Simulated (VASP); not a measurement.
# CO in VASP: single point with PBE+D3(BJ)

Aim: the single point of CO with PBE+D3(BJ).

All numbers are computed with VASP 6.6.1; they aren't measurements. Logs are shortened: lines on timing, memory, paths and dates and some standing lists are left out, and cuts for length are marked.

## (1) The cell of the first run

The cell holds a molecule in a box, 2 atoms: a = 5.665 Å, b = 5.804 Å, c = 23.864 Å, α = 90.00°, β = 90.00°, γ = 90.00°.

## (2) Single point, PBE+D3(BJ)

INCAR

```
PREC     = Accurate       # precision mode
ENCUT    = 520            # plane-wave cutoff, eV
EDIFF    = 1E-6           # SCF threshold, eV
ISMEAR   = 0              # smearing method
SIGMA    = 0.1            # smearing width, eV
LREAL    = F              # projectors in reciprocal space
LASPH    = T              # aspherical terms in the spheres
NELM     = 100            # most SCF steps
ALGO     = Normal         # electronic algorithm
ISIF     = 2              # what is computed and relaxed
LWAVE    = F              # write WAVECAR
LCHARG   = T              # write CHGCAR
LDIPOL   = T            
IDIPOL   = 3            
DIPOL    = 0.5 0.5 0.678
GGA      = PE             # functional
IVDW     = 12             # dispersion correction
LELF     = T              # ELF
LVHAR    = T            
LVACPOTAV= T            
NBANDS   = 12             # bands
```

KPOINTS

```
regular mesh
0
Gamma
  4 3 1
```

POSCAR

```
CO
1.0
    5.6653313018      0.0000000000      0.0000000000
    0.0000000000      5.8038113749      0.0000000000
    0.0000000000      0.0000000000     23.8639561044
C O
1 1
Direct
   -0.0060915147      0.0719029625      0.6551629375
   -0.0086776903     -0.0078235422      0.7003137757
```

Potentials or basis: VASP PAW PBE potentials, release 64 (C, O).

Command:

```bash
cat potpaw_PBE.64/C/POTCAR potpaw_PBE.64/O/POTCAR > POTCAR
mpirun -np 1 vasp_std > vasp.out
```

OUTCAR:

```text
PREC = Accurate
   ENCUT = 520
   EDIFF = 1E-6
   ISMEAR = 0
   LREAL = F
   LASPH = T
   NELM = 100
   ISIF = 2
   GGA = PE
   IVDW = 12
 IVDW          = 12

 ion  position               nearest neighbor table
   1  0.994  0.072  0.655-   2 1.17
   2  0.991  0.992  0.700-   1 1.17

  LATTYP: Found a simple orthorhombic cell.
 ALAT       =     5.6653313018
 B/A-ratio  =     1.0244434201
 C/A-ratio  =     4.2122790060

  Lattice vectors:

 A1 = (   5.6653313018,   0.0000000000,   0.0000000000)
 A2 = (   0.0000000000,   5.8038113749,   0.0000000000)
 A3 = (   0.0000000000,   0.0000000000,  23.8639561044)

Analysis of symmetry for initial positions (statically):
=====================================================================
 Subroutine PRICEL returns:
 Original cell was already a primitive cell.

 Routine SETGRP: Setting up the symmetry group for a
 simple orthorhombic supercell.

 Subroutine GETGRP returns: Found  1 space group operations
 (whereof  1 operations were pure point group operations)
 out of a pool of  8 trial point group operations.

The static configuration has the point symmetry C_1 .

Analysis of symmetry for dynamics (positions and initial velocities):
=====================================================================
 Subroutine PRICEL returns:
 Original cell was already a primitive cell.

 Routine SETGRP: Setting up the symmetry group for a
 simple orthorhombic supercell.

 Subroutine GETGRP returns: Found  1 space group operations
 (whereof  1 operations were pure point group operations)
 out of a pool of  8 trial point group operations.

The dynamic configuration has the point symmetry C_1 .

 Subroutine INISYM returns: Found  1 space group operations
 (whereof  1 operations are pure point group operations),
 and found     1 'primitive' translations

----------------------------------------------------------------------------------------

                                     Primitive cell

  volume of cell :     784.6591

  direct lattice vectors                    reciprocal lattice vectors
     5.665331302  0.000000000  0.000000000     0.176512184  0.000000000  0.000000000
     0.000000000  5.803811375  0.000000000     0.000000000  0.172300569  0.000000000
     0.000000000  0.000000000 23.863956104     0.000000000  0.000000000  0.041904200

  length of vectors
     5.665331302  5.803811375 23.863956104     0.176512184  0.172300569  0.041904200

  position of ions in fractional coordinates (direct lattice)
     0.993908485  0.071902962  0.655162938
     0.991322310  0.992176458  0.700313776

  ion indices of the primitive-cell ions
   primitive index   ion index
                 1           1
                 2           2

----------------------------------------------------------------------------------------

 KPOINTS: regular mesh

Automatic generation of k-mesh.
 Grid dimensions read from file:
 generate k-points for:    4    3    1

 Generating k-lattice:

  Cartesian coordinates                     Fractional coordinates (reciprocal lattice)
     0.044128046  0.000000000  0.000000000     0.250000000  0.000000000  0.000000000
     0.000000000  0.057433523  0.000000000     0.000000000  0.333333333  0.000000000
     0.000000000  0.000000000  0.041904200     0.000000000  0.000000000  1.000000000

  Length of vectors
     0.044128046  0.057433523  0.041904200

  Shift w.r.t. Gamma in fractional coordinates (k-lattice)
     0.000000000  0.000000000  0.000000000

 Subroutine IBZKPT returns following result:
 ===========================================

 Found      7 irreducible k-points:

 Following reciprocal coordinates:
            Coordinates               Weight
  0.000000  0.000000  0.000000      1.000000
  0.250000  0.000000  0.000000      2.000000
  0.500000  0.000000  0.000000      1.000000
  0.000000  0.333333  0.000000      2.000000
  0.250000  0.333333  0.000000      2.000000
  0.250000 -0.333333  0.000000      2.000000
  0.500000  0.333333  0.000000      2.000000
   k-points           NKPTS =      7   k-points in BZ     NKDIM =      7   number of bands    NBANDS=     12
   number of dos      NEDOS =    301   number of ions     NIONS =      2
   total plane-waves  NPLWV = 362880
   dimension x,y,z NGX =    42 NGY =   48 NGZ =  180
   dimension x,y,z NGXF=    84 NGYF=   96 NGZF=  360
   ions per type =               1   1
   NGX,Y,Z   is equivalent  to a cutoff of  12.32, 13.75, 12.54 a.u.
   NGXF,Y,Z  is equivalent  to a cutoff of  24.65, 27.50, 25.08 a.u.
 SYSTEM =  unknown system
   PREC   = accura    normal or accurate (medium, high low for compatibility)
   ISTART =      0    job   : 0-new  1-cont  2-samecut
   ICHARG =      2    charge: 1-file 2-atom 10-const
   ISPIN  =      1    spin polarized calculation?
   LNONCOLLINEAR =      F non collinear calculations
   LSORBIT =      F    spin-orbit coupling
   LASPH  =      T    aspherical Exc in radial PAW
   ENCUT  =  520.0 eV  38.22 Ry    6.18 a.u.  10.53 10.79 44.37*2*pi/ulx,y,z
   NELM   =    100;   NELMIN=  2; NELMDL= -5     # of ELM steps
   EDIFF  = 0.1E-05   stopping-criterion for ELM
   LREAL  =      F    real-space projection
   EDIFFG = 0.1E-04   stopping-criterion for IOM
   NSW    =      0    number of steps for IOM
   IBRION =     -1    ionic relax: 0-MD 1-quasi-New 2-CG
   NFREE  =      0    steps in history (QN), initial steepest desc. (CG)
   ISIF   =      2    stress and relaxation
   ISYM   =      2    0-nonsym 1-usesym 2-fastsym
   POTIM  = 0.5000    time-step for ionic-motion
   TEBEG  =    0.0;   TEEND  =   0.0 temperature during run
   PSTRESS=    0.0 pullay stress
   NELECT =      10.0000    total number of electrons
   NUPDOWN=      -1.0000    fix difference up-down
   EMIN   =  10.00;   EMAX   =-10.00  energy-range for DOS
   EFERMI =   0.00;   METHOD = LEGACY
   ISMEAR =     0;   SIGMA  =   0.10  broadening in eV -4-tet -1-fermi 0-gaus
   EFERMI_NEDOS =   21; number of points for ismear=-14 and -15
   IALGO  =     38    algorithm
   IMIX   =      4    mixing-type and parameters
     AMIX     =   0.40;   BMIX     =  1.00
     AMIX_MAG =   1.60;   BMIX_MAG =  1.00
  volume/ion in A,a.u.               =     392.33      2647.57
  Fermi-wavevector in a.u.,A,eV,Ry     =   0.382397  0.722626  1.989546  0.146227
  Thomas-Fermi vector in A             =   1.318594
   LORBIT       =      0    0 simple, 1 ext, 2 COOP (PROOUT), +10 PAW based schemes
   GGA     = PE    functional components
   LHFCALC =     F    Hartree Fock is set to
   AEXX    =    0.0000 exact exchange contribution
   IVDW    =    12    specifies the selected vdW correction
   LEPSILON=     F    determine dielectric tensor
   LRPA    =     F    only Hartree local field effects (RPA)
 non-spin polarized calculation
 Gauss-broadening in eV      SIGMA  =   0.10
  energy-cutoff  :      520.00
  volume of cell :      784.66
 maximum number of plane-waves:     21166
   NGX = 21   NGY = 21   NGZ = 89

 number of electron      10.0000000 magnetization

 dipolmoment           0.000000      0.000000      0.000925 electrons x Angstroem

 number of electron       9.9999999 magnetization

 dipolmoment           0.000000      0.000000     -0.009950 electrons x Angstroem

 Free energy of the ion-electron system (eV)
  ---------------------------------------------------
  ext. energy  EPLUGINS =         0.00000000
  ---------------------------------------------------
  free energy    TOTEN  =       -14.74573337 eV

  energy without entropy =      -14.74573337  energy(sigma->0) =      -14.74573337

 E-fermi :  -8.5482     XC(G=0):  -0.7320

 val. band max:       -9.0078223686   @ k =   0.5000   0.3333   0.0000
 cond. band min:      -2.4027763866   @ k =   0.5000   0.0000   0.0000
 fundamental gap:      6.6050459820
 Fermi energy:        -8.5482189113

 k-point     1 :       0.0000    0.0000    0.0000
  band No.  band energies     occupation
      1     -28.7194      2.00000
      2     -13.9692      2.00000
      3     -11.3798      2.00000
      4     -11.3796      2.00000
      5      -9.0314      2.00000
      6      -2.3093      0.00000
      7      -2.2520      0.00000
      8      -0.5225      0.00000
      9       0.1250      0.00000
     10       0.2774      0.00000
     11       0.8780      0.00000
     12       0.9797      0.00000

 k-point     2 :       0.2500    0.0000    0.0000
  band No.  band energies     occupation
      1     -28.7194      2.00000
      2     -13.9688      2.00000
      3     -11.3858      2.00000
      4     -11.3791      2.00000
      5      -9.0241      2.00000
      6      -2.3311      0.00000
      7      -2.2996      0.00000
      8      -0.2206      0.00000
      9       0.4229      0.00000
     10       0.5713      0.00000
     11       1.1693      0.00000
     12       1.2738      0.00000

 k-point     3 :       0.5000    0.0000    0.0000
  band No.  band energies     occupation
      1     -28.7193      2.00000
      2     -13.9684      2.00000
      3     -11.3918      2.00000
      4     -11.3786      2.00000
      5      -9.0168      2.00000
      6      -2.4028      0.00000
      7      -2.2900      0.00000
      8       0.5057      0.00000
      9       0.7519      0.00000
     10       1.2144      0.00000
     11       1.3908      0.00000
     12       1.4473      0.00000

 k-point     4 :       0.0000    0.3333    0.0000
  band No.  band energies     occupation
      1     -28.7194      2.00000
      2     -13.9697      2.00000
      3     -11.3866      2.00000
      4     -11.3791      2.00000
      5      -9.0216      2.00000
      6      -2.3462      0.00000
      7      -2.2488      0.00000
      8      -0.0502      0.00000
      9       0.6105      0.00000
     10       0.7728      0.00000
     11       1.2963      0.00000
     12       1.3851      0.00000

 k-point     5 :       0.2500    0.3333    0.0000
  band No.  band energies     occupation
      1     -28.7193      2.00000
      2     -13.9692      2.00000
      3     -11.3860      2.00000
      4     -11.3850      2.00000
      5      -9.0147      2.00000
      6      -2.3328      0.00000
      7      -2.3184      0.00000
      8       0.2333      0.00000
      9       0.8996      0.00000
     10       1.0643      0.00000
     11       1.5496      0.00000
     12       1.6618      0.00000

 k-point     6 :       0.2500   -0.3333    0.0000
  band No.  band energies     occupation
      1     -28.7194      2.00000
      2     -13.9692      2.00000
      3     -11.3860      2.00000
      4     -11.3850      2.00000
      5      -9.0147      2.00000
      6      -2.3332      0.00000
      7      -2.3185      0.00000
      8       0.2354      0.00000
      9       0.9004      0.00000
     10       1.0644      0.00000
     11       1.5481      0.00000
     12       1.6633      0.00000

 k-point     7 :       0.5000    0.3333    0.0000
  band No.  band energies     occupation
      1     -28.7193      2.00000
      2     -13.9688      2.00000
      3     -11.3909      2.00000
      4     -11.3854      2.00000
      5      -9.0078      2.00000
      6      -2.3870      0.00000
      7      -2.3159      0.00000
      8       0.9227      0.00000
      9       1.1607      0.00000
     10       1.6848      0.00000
     11       1.8518      0.00000
     12       1.9408      0.00000

------------------------ aborting loop because EDIFF is reached ----------------------------------------

 Edisp (eV)   -0.01549

 E8    (eV) :    -0.0040

  FORCE on cell =-STRESS in cart. coord.  units (eV):
  Direction    XX          YY          ZZ          XY          YZ          ZX
  --------------------------------------------------------------------------------------
  -------------------------------------------------------------------------------------
  Total      -0.04970    -0.60298    -3.03036    -0.01729     1.28067     0.04046
  in kB      -0.10148    -1.23121    -6.18762    -0.03530     2.61497     0.08260
  external pressure =       -2.51 kB  Pullay stress =        0.00 kB

 VOLUME and BASIS-vectors are now :
 -----------------------------------------------------------------------------
  energy-cutoff  :      520.00
  volume of cell :      784.66
      direct lattice vectors                 reciprocal lattice vectors
     5.665331302  0.000000000  0.000000000     0.176512184  0.000000000  0.000000000
     0.000000000  5.803811375  0.000000000     0.000000000  0.172300569  0.000000000
     0.000000000  0.000000000 23.863956104     0.000000000  0.000000000  0.041904200

 POSITION                                       TOTAL-FORCE (eV/Angst)
 -----------------------------------------------------------------------------------
      5.63082      0.41731     15.63478        -0.037618     -1.185754      2.773109
      5.61617      5.75841     16.71226         0.037618      1.185754     -2.773109
 -----------------------------------------------------------------------------------
    total drift:                                0.000254      0.000089      0.000261

  FREE ENERGIE OF THE ION-ELECTRON SYSTEM (eV)
  ---------------------------------------------------
  free  energy   TOTEN  =       -14.7612227670 eV

  energy  without entropy=      -14.7612227669  energy(sigma->0) =      -14.76122277

 vacuum level on the upper side and lower side of the slab         0.203         0.258
```

Run time: 2.7 min. Hardware: 1 thread of Intel Xeon Platinum 8488C (Sapphire Rapids), shared host; peak memory 0.76 GiB.

What came out:

```
Free energy                     : -14.7612 eV
Largest force                   : 3.016 eV/Å
Gap between the frontier levels : 6.61 eV, indirect (least direct gap 6.61 eV)
Dispersion energy per atom      : -0.008 eV
```

Forces on the atoms (eV/Å):
```
C   -0.038 -1.186  2.773
O    0.038  1.186 -2.773
```
